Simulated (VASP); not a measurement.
Here is a VASP 6.6.1 calculation.

File INCAR:

```
PREC = Accurate
ENCUT = 520
EDIFF = 1E-6
ISMEAR = -1
SIGMA = 0.05
LREAL = False
LASPH = True
NELM = 150
ALGO = Normal
ISIF = 2
LWAVE = False
LCHARG = False
ISPIN = 2
MAGMOM = 0.918 -0.918
LORBIT = 11
LMAXMIX = 4
GGA = PS
NBANDS = 24
```

The input KPOINTS:

```
Automatic mesh
0
Gamma
  14 14 10
```

Contents of POSCAR:

```
Mn
1.0
    2.4413386465      0.0000000000      0.0000000000
    0.0000000000      2.4413386465      0.0000000000
    0.0000000000      0.0000000000      3.3903728964
Mn
2
Direct
    0.0000000000      0.0000000000      0.0000000000
    0.5000000000      0.5000000000      0.5000000000
```

Potentials or basis: VASP PAW PBE potentials, release 64 (Mn_pv).

Launch:

```console
$ cat potpaw_PBE.64/Mn_pv/POTCAR > POTCAR
$ mpirun -np 1 vasp_std > vasp.out
```

(1) Predict the site moments.

(2) What does it give for the pressure?

(3) Predict the net moment.

Answers

(1) Mn +0.45, -0.45 μB.

(2) 9.2 GPa.

(3) 0.00 μB per cell.

Caveat: the cell stands under pressure; the PAW data sets were made with another functional, which shifts forces and pressure a little.
